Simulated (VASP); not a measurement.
# ZnS (R3m) in VASP: further runs, part 2 of 2

VASP 6.6.1.

## (4) Electric field gradients, PBEsol (equal xy, yz and zx shear strains of +1 %)

INCAR reads:

```
PREC = Accurate
ENCUT = 520
EDIFF = 1E-8
ISMEAR = -1
SIGMA = 0.01
LREAL = False
LASPH = True
NELM = 100
ALGO = Normal
ISIF = 2
LWAVE = False
LCHARG = False
GGA = PS
LEFG = True
NBANDS = 16
```

KPOINTS reads:

```
regular mesh
0
Gamma
  8 8 8
```

POSCAR reads:

```
ZnS
1.0
    0.0270465000      2.7181732500      2.7181732500
    2.7181732500      0.0270465000      2.7181732500
    2.7181732500      2.7181732500      0.0270465000
Zn S
1 1
Direct
    0.0000000000      0.0000000000      0.0000000000
    0.7500000000      0.7500000000      0.7500000000
```

Potentials or basis: VASP PAW PBE potentials, release 64 (Zn, S).

Started as:

```console
$ cat potpaw_PBE.64/Zn/POTCAR potpaw_PBE.64/S/POTCAR > POTCAR
$ mpirun -np 1 vasp_std > vasp.out
```

OUTCAR:

```text
PREC = Accurate
   ENCUT = 520
   EDIFF = 1E-8
   ISMEAR = -1
   LREAL = False
   LASPH = True
   NELM = 100
   ISIF = 2
   GGA = PS

 ion  position               nearest neighbor table
   1  0.000  0.000  0.000-   2 2.33   2 2.33   2 2.33   2 2.37
   2  0.750  0.750  0.750-   1 2.33   1 2.33   1 2.33   1 2.37

  LATTYP: Found a trigonal (rhomboedric) cell.
 ALAT       =     3.8441726219
 COS(alpha) =     0.5099250056

  Lattice vectors:

 A1 = (   0.0270465000,   2.7181732500,   2.7181732500)
 A2 = (   2.7181732500,   0.0270465000,   2.7181732500)
[... 668 lines left out ...]
  ---------------------------------------------------
  free  energy   TOTEN  =        -7.5798393423 eV

  energy  without entropy=       -7.5798393423  energy(sigma->0) =       -7.57983934

 Electric field gradients (V/A^2)
---------------------------------------------------------------------
 ion       V_xx      V_yy      V_zz      V_xy      V_xz      V_yz
---------------------------------------------------------------------
   1       0.000     0.000    -0.000     3.126     3.126     3.126
   2      -0.000    -0.000     0.000     1.573     1.573     1.573
---------------------------------------------------------------------

 Electric field gradients after diagonalization (V/A^2)
 (convention: |V_zz| > |V_xx| > |V_yy|)
----------------------------------------------------------------------
 ion       V_xx      V_yy      V_zz     asymmetry (V_yy - V_xx)/ V_zz
----------------------------------------------------------------------
   1      -3.126    -3.126     6.252       0.000
   2      -1.573    -1.573     3.146       0.000
----------------------------------------------------------------------

           NMR quadrupolar parameters

 Cq : quadrupolar parameter    Cq=e*Q*V_zz/h
 eta: asymmetry parameters     (V_yy - V_xx)/ V_zz
 Q  : nuclear electric quadrupole moment in mb (millibarn)
----------------------------------------------------------------------
 ion       Cq(MHz)       eta       Q (mb)
----------------------------------------------------------------------
   1       0.015       0.000       1.000
   2       0.008       0.000       1.000
----------------------------------------------------------------------
```

stdout:

```text
POSCAR found type information on POSCAR ZnS
 POSCAR found :  2 types and       2 ions
 scaLAPACK will be used
 -----------------------------------------------------------------------------
|                                                                             |
|                                                                             |
|     You enforced a specific xc type in the INCAR file but a different       |
|     I HOPE YOU KNOW WHAT YOU ARE DOING!                                     |
|                                                                             |
 -----------------------------------------------------------------------------

 LDA part: xc-table for (Slater+PW92), standard interpolation
 POSCAR, INCAR and KPOINTS ok, starting setup
 FFT: planning ... GRIDC
 FFT: planning ... GRID_SOFT
 FFT: planning ... GRID
 WAVECAR not read
 entering main loop
ion   1

ion   2
```

Wall time 22 s (1 thread of Intel Xeon 6975P-C (Granite Rapids), shared host); peak memory 0.19 GiB.

Results:

- Free energy: -7.5798 eV
- Pressure: -2.0 GPa
- Largest force: 0.082 eV/Å
- Band gap on the k mesh: 1.94 eV
- Largest electric field gradient by atom: Zn +6.3; S +3.1 V/Å²

Forces on the atoms (eV/Å):
```
Zn  -0.047 -0.047 -0.047
S    0.047  0.047  0.047
```

Levels at points of the mesh, in eV from the valence-band top:
| k point | band 6 | band 7 | band 8 | band 9 | band 10 | band 11 | band 12 | band 13 |
| --- | --- | --- | --- | --- | --- | --- | --- | --- |
| (0.00, 0.00, 0.00) | -5.88 | -0.06 | 0.00 | 0.00 | 1.94 | 6.16 | 6.36 | 6.36 |
| (0.50, 0.00, 0.00) | -5.68 | -5.37 | -0.92 | -0.90 | 3.14 | 6.72 | 6.87 | 8.68 |
| (0.50, 0.50, 0.00) | -5.67 | -4.62 | -2.30 | -2.21 | 3.22 | 3.96 | 10.77 | 11.84 |
| (0.50, 0.50, 0.50) | -5.70 | -5.35 | -0.83 | -0.83 | 3.26 | 6.88 | 6.88 | 8.62 |

Electric field gradients, principal values (V/Å²):
```
atom   least  middle  greatest (by size)
1 Zn  -3.126  -3.126               6.252
 2 S  -1.573  -1.573               3.146
```

Caveat: the cell differs from its parent crystal (equal xy, yz and zx shear strains of +1 %); without QUAD_EFG the Cq values of the log hold for a quadrupole moment of 1 mb, not for the nuclei; the PAW data sets were made with another functional, which shifts forces and pressure a little.

## (5) Electric field gradients, PBEsol (equal xy, yz and zx shear strains of +3 %)

INCAR reads:

```
PREC     = Accurate       # precision mode
ENCUT    = 520            # plane-wave cutoff, eV
EDIFF    = 1E-8           # SCF threshold, eV
ISMEAR   = -1             # smearing method
SIGMA    = 0.01           # smearing width, eV
LREAL    = False          # projectors in reciprocal space
LASPH    = True           # aspherical terms in the spheres
NELM     = 80             # most SCF steps
ALGO     = Normal         # electronic algorithm
ISIF     = 2              # what is computed and relaxed
LWAVE    = False          # write WAVECAR
LCHARG   = False          # write CHGCAR
GGA      = PS             # functional
LEFG     = True         
NBANDS   = 16             # bands
```

KPOINTS is that of step 4.

POSCAR reads:

```
ZnS
1.0
    0.0811395000      2.7452197500      2.7452197500
    2.7452197500      0.0811395000      2.7452197500
    2.7452197500      2.7452197500      0.0811395000
Zn S
1 1
Direct
    0.0000000000      0.0000000000      0.0000000000
    0.7500000000      0.7500000000      0.7500000000
```

Potentials or basis: VASP PAW PBE potentials, release 64 (Zn, S).

Started as:

```console
$ cat potpaw_PBE.64/Zn/POTCAR potpaw_PBE.64/S/POTCAR > POTCAR
$ mpirun -np 1 vasp_std > vasp.out
```

OUTCAR:

```text
PREC = Accurate
   ENCUT = 520
   EDIFF = 1E-8
   ISMEAR = -1
   LREAL = False
   LASPH = True
   NELM = 80
   ISIF = 2
   GGA = PS

 ion  position               nearest neighbor table
   1  0.000  0.000  0.000-   2 2.32   2 2.32   2 2.32   2 2.41
   2  0.750  0.750  0.750-   1 2.32   1 2.32   1 2.32   1 2.41

  LATTYP: Found a trigonal (rhomboedric) cell.
 ALAT       =     3.8831748055
 COS(alpha) =     0.5293254421

  Lattice vectors:

 A1 = (   0.0811395000,   2.7452197500,   2.7452197500)
 A2 = (   2.7452197500,   0.0811395000,   2.7452197500)
 A3 = (   2.7452197500,   2.7452197500,   0.0811395000)

Analysis of symmetry for initial positions (statically):
=====================================================================
 Subroutine PRICEL returns:
 Original cell was already a primitive cell.

 Routine SETGRP: Setting up the symmetry group for a
 trigonal (rhombohedral) supercell.

 Subroutine GETGRP returns: Found  6 space group operations
 (whereof  6 operations were pure point group operations)
 out of a pool of 12 trial point group operations.

The static configuration has the point symmetry C_3v.

Analysis of symmetry for dynamics (positions and initial velocities):
=====================================================================
 Subroutine PRICEL returns:
 Original cell was already a primitive cell.

 Routine SETGRP: Setting up the symmetry group for a
 trigonal (rhombohedral) supercell.

 Subroutine GETGRP returns: Found  6 space group operations
 (whereof  6 operations were pure point group operations)
 out of a pool of 12 trial point group operations.

The dynamic configuration has the point symmetry C_3v.

 Subroutine INISYM returns: Found  6 space group operations
 (whereof  6 operations are pure point group operations),
 and found     1 'primitive' translations

----------------------------------------------------------------------------------------

                                     Primitive cell

  volume of cell :      39.5433

  direct lattice vectors                    reciprocal lattice vectors
     0.081139500  2.745219750  2.745219750    -0.190415267  0.184948800  0.184948800
     2.745219750  0.081139500  2.745219750     0.184948800 -0.190415267  0.184948800
     2.745219750  2.745219750  0.081139500     0.184948800  0.184948800 -0.190415267

  length of vectors
     3.883174805  3.883174805  3.883174805     0.323527575  0.323527575  0.323527575

  position of ions in fractional coordinates (direct lattice)
     0.000000000  0.000000000  0.000000000
     0.750000000  0.750000000  0.750000000

  ion indices of the primitive-cell ions
   primitive index   ion index
                 1           1
                 2           2

----------------------------------------------------------------------------------------

 KPOINTS: regular mesh

Automatic generation of k-mesh.
 Grid dimensions read from file:
 generate k-points for:    8    8    8

[... 65 lines left out ...]
   EDIFFG = 0.1E-06   stopping-criterion for IOM
   NSW    =      0    number of steps for IOM
   IBRION =     -1    ionic relax: 0-MD 1-quasi-New 2-CG
   NFREE  =      0    steps in history (QN), initial steepest desc. (CG)
   ISIF   =      2    stress and relaxation
   ISYM   =      2    0-nonsym 1-usesym 2-fastsym
   POTIM  = 0.5000    time-step for ionic-motion
   TEBEG  =    0.0;   TEEND  =   0.0 temperature during run
   PSTRESS=    0.0 pullay stress
   NELECT =      18.0000    total number of electrons
   NUPDOWN=      -1.0000    fix difference up-down
   EMIN   =  10.00;   EMAX   =-10.00  energy-range for DOS
   EFERMI =   0.00;   METHOD = LEGACY
   ISMEAR =    -1;   SIGMA  =   0.01  broadening in eV -4-tet -1-fermi 0-gaus
   EFERMI_NEDOS =   21; number of points for ismear=-14 and -15
   IALGO  =     38    algorithm
   IMIX   =      4    mixing-type and parameters
     AMIX     =   0.40;   BMIX     =  1.00
     AMIX_MAG =   1.60;   BMIX_MAG =  1.00
  volume/ion in A,a.u.               =      19.77       133.43
  Fermi-wavevector in a.u.,A,eV,Ry     =   1.259335  2.379799 21.577824  1.585925
  Thomas-Fermi vector in A             =   2.392900
   LORBIT       =      0    0 simple, 1 ext, 2 COOP (PROOUT), +10 PAW based schemes
   GGA     = PS    functional components
   LHFCALC =     F    Hartree Fock is set to
   AEXX    =    0.0000 exact exchange contribution
   IVDW    =     0    specifies the selected vdW correction
   LEPSILON=     F    determine dielectric tensor
   LRPA    =     F    only Hartree local field effects (RPA)
 non-spin polarized calculation
  energy-cutoff  :      520.00
  volume of cell :       39.54
 maximum number of plane-waves:      1084
 NGX is ok and might be reduce to    30
   NGX = 15   NGY = 15   NGZ = 15

 number of electron      18.0000003 magnetization

 Free energy of the ion-electron system (eV)
  ---------------------------------------------------
  ext. energy  EPLUGINS =         0.00000000
  ---------------------------------------------------
  free energy    TOTEN  =        -7.56156615 eV

  energy without entropy =       -7.56156615  energy(sigma->0) =       -7.56156615

 E-fermi :   2.3008     XC(G=0):  -9.8382

 val. band max:        2.0523079860   @ k =   0.0000   0.0000   0.0000
 cond. band min:       3.9340737482   @ k =   0.0000   0.0000   0.0000
 fundamental gap:      1.8817657622
 Fermi energy:         2.3008189584

 k-point     1 :       0.0000    0.0000    0.0000
  band No.  band energies     occupation
      1     -11.1521      2.00000
      2      -4.3858      2.00000
      3      -4.3858      2.00000
      4      -4.3544      2.00000
      5      -3.8775      2.00000
      6      -3.8775      2.00000
[... 433 lines left out ...]
      3      -4.2875      2.00000
      4      -4.2517      2.00000
      5      -3.8884      2.00000
      6      -3.8526      2.00000
[... 8 lines left out ...]
     15      13.9494      0.00000
     16      14.9983      0.00000

 [... further k-points ...]
[... 5 lines left out ...]
  --------------------------------------------------------------------------------------
  -------------------------------------------------------------------------------------
  Total       -0.4215041     -0.4215041     -0.4215041     -0.4599394     -0.4599394     -0.4599394
  in kB      -17.0780969    -17.0780969    -17.0780969    -18.6353818    -18.6353818    -18.6353818
  external PRESSURE =     -17.0780969 kB  Pullay stress =       0.0000000 kB

 VOLUME and BASIS-vectors are now :
 -----------------------------------------------------------------------------
  energy-cutoff  :      520.00
  volume of cell :       39.54
      direct lattice vectors                 reciprocal lattice vectors
     0.081139500  2.745219750  2.745219750    -0.190415267  0.184948800  0.184948800
     2.745219750  0.081139500  2.745219750     0.184948800 -0.190415267  0.184948800
     2.745219750  2.745219750  0.081139500     0.184948800  0.184948800 -0.190415267

 POSITION                                       TOTAL-FORCE (eV/Angst)
 -----------------------------------------------------------------------------------
      0.00000      0.00000      0.00000        -0.123396     -0.123396     -0.123396
      4.17868      4.17868      4.17868         0.123396      0.123396      0.123396
 -----------------------------------------------------------------------------------
    total drift:                                0.000001      0.000001      0.000001

  FREE ENERGIE OF THE ION-ELECTRON SYSTEM (eV)
  ---------------------------------------------------
  free  energy   TOTEN  =        -7.5615661543 eV

  energy  without entropy=       -7.5615661543  energy(sigma->0) =       -7.56156615

 Electric field gradients (V/A^2)
---------------------------------------------------------------------
 ion       V_xx      V_yy      V_zz      V_xy      V_xz      V_yz
---------------------------------------------------------------------
   1      -0.000    -0.000     0.000     9.220     9.220     9.220
   2      -0.000     0.000    -0.000     4.732     4.732     4.732
---------------------------------------------------------------------

 Electric field gradients after diagonalization (V/A^2)
 (convention: |V_zz| > |V_xx| > |V_yy|)
----------------------------------------------------------------------
 ion       V_xx      V_yy      V_zz     asymmetry (V_yy - V_xx)/ V_zz
----------------------------------------------------------------------
   1      -9.220    -9.220    18.441       0.000
   2      -4.732    -4.732     9.463       0.000
----------------------------------------------------------------------

           NMR quadrupolar parameters

 Cq : quadrupolar parameter    Cq=e*Q*V_zz/h
 eta: asymmetry parameters     (V_yy - V_xx)/ V_zz
 Q  : nuclear electric quadrupole moment in mb (millibarn)
----------------------------------------------------------------------
 ion       Cq(MHz)       eta       Q (mb)
----------------------------------------------------------------------
   1       0.045       0.000       1.000
   2       0.023       0.000       1.000
----------------------------------------------------------------------
```

It took 24 s on 1 thread of Intel Xeon 6975P-C (Granite Rapids), shared host; peak memory 0.18 GiB.

What came out:

* Free energy: -7.5616 eV
* Pressure: -1.7 GPa
* Largest force: 0.214 eV/Å
* Band gap on the k mesh: 1.88 eV
* Largest electric field gradient by atom: Zn +18.4; S +9.5 V/Å²

Forces on the atoms (eV/Å):
```
Zn  -0.123 -0.123 -0.123
S    0.123  0.123  0.123
```

Stress tensor (GPa, compression positive):
```
-1.71 -1.86 -1.86
-1.86 -1.71 -1.86
-1.86 -1.86 -1.71
```

Levels at points of the mesh, in eV from the valence-band top:
| k point | band 5 | band 6 | band 7 | band 8 | band 9 | band 10 | band 11 | band 12 | band 13 | band 14 |
| --- | --- | --- | --- | --- | --- | --- | --- | --- | --- | --- |
| (0.00, 0.00, 0.00) | -5.93 | -5.93 | -0.19 | 0.00 | 0.00 | 1.88 | 5.89 | 6.47 | 6.47 | 11.58 |
| (0.50, 0.00, 0.00) | -5.89 | -5.71 | -5.41 | -1.01 | -0.96 | 3.04 | 6.52 | 6.93 | 8.66 | 11.85 |
| (0.50, 0.50, 0.00) | -5.85 | -5.72 | -4.66 | -2.43 | -2.15 | 3.14 | 3.96 | 10.60 | 11.81 | 11.90 |
| (0.50, 0.50, 0.50) | -5.90 | -5.79 | -5.35 | -0.76 | -0.76 | 3.41 | 6.97 | 6.97 | 8.46 | 12.00 |

Electric field gradients, principal values (V/Å²):
| atom | least | middle | greatest (by size) |
| --- | --- | --- | --- |
| 1 Zn | -9.220 | -9.220 | 18.441 |
| 2 S | -4.732 | -4.732 | 9.463 |

Caveat: the cell differs from its parent crystal (equal xy, yz and zx shear strains of +3 %); without QUAD_EFG the Cq values of the log hold for a quadrupole moment of 1 mb, not for the nuclei; the PAW data sets were made with another functional, which shifts forces and pressure a little.

## (6) The runs side by side

```csv
cell,gap on the mesh (eV),pressure (GPa),largest force (eV/Å)
"a = 3.787 Å, angles 61.3°, 2 atoms",1.89,-1.9,0.20
"a = 3.844 Å, angles 59.3°, 2 atoms",1.94,-2.0,0.08
"a = 3.883 Å, angles 58.0°, 2 atoms",1.88,-1.7,0.21
```

Alike in all rows: task electric field gradients; level PBEsol; potentials or basis VASP PAW PBE potentials, release 64 (Zn, S); no spin polarisation; k mesh 8 × 8 × 8; cutoff (eV) 520; smearing fermi-dirac 0.01 eV.

Caveats: the PAW data sets were made with another functional, which shifts forces and pressure a little.

Total energies depend on the potentials used, so only differences within one code and one set of settings carry meaning.
